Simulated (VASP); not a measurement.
A run of VASP 6.6.1:

INCAR

```
SYSTEM = MgO
PREC = Accurate
ENCUT = 600
EDIFF = 1E-7
ISMEAR = 0
SIGMA = 0.02
LREAL = .FALSE.
LASPH = .TRUE.
NELM = 80
ALGO = Normal
ISIF = 3
LWAVE = .FALSE.
LCHARG = .FALSE.
GGA = PS
IBRION = 2
NSW = 100
EDIFFG = -0.005
```

The input KPOINTS:

```
regular mesh
0
G
  10 10 10
  0 0 0
```

The input POSCAR:

```
MgO
1.0
    0.0000000000      2.1351500000      2.1351500000
    2.1351500000      0.0000000000      2.1351500000
    2.1351500000      2.1351500000      0.0000000000
Mg O
1 1
Direct
    0.0000000000      0.0000000000      0.0000000000
    0.5000000000      0.5000000000      0.5000000000
```

Potentials or basis: VASP PAW PBE potentials, release 64 (Mg, O).

Command:

```console
$ cat potpaw_PBE.64/Mg/POTCAR potpaw_PBE.64/O/POTCAR > POTCAR
$ mpirun -np 1 vasp_std > vasp.out
```

Hardware: 1 thread of Intel(R) Xeon(R) 6975P-C (Granite Rapids), on a shared host.

Question: Estimate the wall time of this run.

Answer: It took 7.8 s on 1 thread of Intel(R) Xeon(R) 6975P-C (Granite Rapids), with other jobs on the host, peak memory 0.14 GiB. Counts: scf iterations 26, k points 47, ion steps 3.
